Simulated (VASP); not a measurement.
Write the native input for VASP 6.6.1 that does the following.

```yaml
Task: single point
Functional: r2SCAN
Potentials_or_basis: VASP PAW PBE potentials, release 64 (Ta_pv, Si)
Cutoff: 520 eV
k_mesh: 6 × 6 × 4
Occupations: gaussian, width 0.1 eV
Spin: no spin polarisation
Dipole_correction: no
Further_INCAR_settings: ALGO = Normal; EDIFF = 1e-06; NBANDS = 38
```

Crystal: TaSi2.

```
Ta Si
1.0
     4.78390    0.00000    0.00000
    -2.39195    4.14298    0.00000
     0.00000    0.00000    6.57000
Ta Si
3 6
Direct
  0.50000 0.00000 0.00000
  0.50000 0.50000 0.66667
  0.00000 0.50000 0.33333
  0.15897 0.31794 0.00000
  0.84103 0.15897 0.66667
  0.68206 0.84103 0.33333
  0.84103 0.68206 0.00000
  0.15897 0.84103 0.66667
  0.31794 0.15897 0.33333
```

These files were run (other wordings do the same):

POSCAR

```
TaSi2
1.0
    4.7839004637      0.0000000000      0.0000000000
   -2.3919502318      4.1429793307      0.0000000000
    0.0000000000      0.0000000000      6.5700000000
Ta Si
3 6
Direct
    0.5000000000      0.0000000000      0.0000000000
    0.5000000000      0.5000000000      0.6666666667
    0.0000000000      0.5000000000      0.3333333333
    0.1589700000      0.3179400000      0.0000000000
    0.8410300000      0.1589700000      0.6666666667
    0.6820600000      0.8410300000      0.3333333333
    0.8410300000      0.6820600000      0.0000000000
    0.1589700000      0.8410300000      0.6666666667
    0.3179400000      0.1589700000      0.3333333333
```

INCAR.step1

```
SYSTEM = TaSi2
  PREC = Accurate
  ENCUT = 520
  ISMEAR = 0
  SIGMA = 0.1
  LREAL = .FALSE.
  LASPH = .TRUE.
  NELM = 60
  NBANDS = 38
  GGA = PE
  ALGO = Normal
  EDIFF = 1E-4
  LWAVE = .TRUE.
  LCHARG = .FALSE.
```

INCAR.step2

```
SYSTEM = TaSi2
  PREC = Accurate
  ENCUT = 520
  EDIFF = 1E-6
  ISMEAR = 0
  SIGMA = 0.1
  LREAL = .FALSE.
  LASPH = .TRUE.
  NELM = 60
  ALGO = Normal
  ISIF = 2
  LWAVE = .FALSE.
  LCHARG = .FALSE.
  METAGGA = R2SCAN
  LMIXTAU = .TRUE.
  NBANDS = 38
  ISTART = 1
```

KPOINTS

```
regular mesh
0
G
  6 6 4
  0 0 0
```

Potentials or basis: VASP PAW PBE potentials, release 64 (Ta_pv, Si).

The run is started by

```console
$ cat potpaw_PBE.64/Ta_pv/POTCAR potpaw_PBE.64/Si/POTCAR > POTCAR
$ cp INCAR.step1 INCAR
$ mpirun -np 1 vasp_std > vasp.out
$ cp INCAR.step2 INCAR
$ mpirun -np 1 vasp_std > vasp.out
```

It gave:

```yaml
Pressure: -0.5 GPa
Largest_force: 0.048 eV/Å
Band_gap_on_the_k_mesh: zero (an odd number of electrons rules out a gap without spin polarisation)
```

Caveat: the PAW data sets were made with another functional, which shifts forces and pressure a little; spin-orbit coupling is left out, which moves the levels of the heavy elements.

Wall time 4.6 min on 1 thread of Intel(R) Xeon(R) Platinum 8488C (Sapphire Rapids), on a shared host, peak memory 0.3 GiB.
